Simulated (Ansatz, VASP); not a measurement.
**SiO: VASP beside Ansatz**

Contents of POSCAR:

```
SiO
1.0
    0.0000000000      2.4336400000      2.4336400000
    2.4336400000      0.0000000000      2.4336400000
    2.4336400000      2.4336400000      0.0000000000
Si O
1 1
Direct
    0.7500000000      0.7500000000      0.7500000000
    0.0000000000      0.0000000000      0.0000000000
```

File INCAR.step1:

```
SYSTEM = SiO
PREC = Accurate
ENCUT = 520
EDIFF = 1E-5
ISMEAR = -1
SIGMA = 0.05
LREAL = .False.
LASPH = .True.
NELM = 80
ALGO = Normal
ISIF = 2
LWAVE = .True.
LCHARG = .False.
GGA = PE
NBANDS = 12
```

Contents of INCAR.step2:

```
SYSTEM = SiO
PREC = Accurate
ENCUT = 520
EDIFF = 1E-7
ISMEAR = -1
SIGMA = 0.05
LREAL = .False.
LASPH = .True.
NELM = 80
ALGO = Normal
ISIF = 2
LWAVE = .False.
LCHARG = .False.
GGA = PE
LHFCALC = .True.
AEXX = 0.25
HFSCREEN = 0.2078699
PRECFOCK = Normal
ISTART = 1
NBANDS = 12
```

KPOINTS

```
regular mesh
0
Gamma
  5 5 5
  0 0 0
```

File input.yaml:

```yaml
crystal:
  lattice:
    - [0.0, 2.43364, 2.43364]
    - [2.43364, 0.0, 2.43364]
    - [2.43364, 2.43364, 0.0]
  atoms:
    - { symbol: Si, position: [0.75, 0.75, 0.75] }
    - { symbol: O, position: [0.0, 0.0, 0.0] }
hamiltonian:
  xc:
    exchange: pbe
    correlation: pbe
    exx: { coeff: 0.25, omega: 0.2078699 }
  pseudopotentials: { kind: paw }
kpoints:
  mp_grid: { grid: [5, 5, 5] }
scf:
  occupations: { method: fermi_dirac, width: 0.05 }
output:
  forces: true
  stress: true
  eigenvalues: true
```

Alike in both runs: task single point; functional PBE-based screened hybrid with a share of 0.25 of exact exchange and HFSCREEN = 0.2078699; k mesh 5 × 5 × 5; occupations fermi-dirac, width 0.05 eV; no spin polarisation.

|  | VASP | Ansatz |
| --- | --- | --- |
| version | VASP 6.6.1 | Ansatz 0.2.0 |
| potentials or method | VASP PAW PBE potentials, release 64 (Si, O) | Ansatz PAW |
| plane-wave cutoff (eV) | 520 | 420 |
| valence electrons in the cell | 10 | 10 |

```csv
,VASP,Ansatz,Ansatz less VASP
pressure (GPa),-1.2,-1.2,-0.07
```

VASP's potentials were made for PBE, not for PBE-based screened hybrid.

The k mesh is coarse, so the values compare programs but aren't converged.
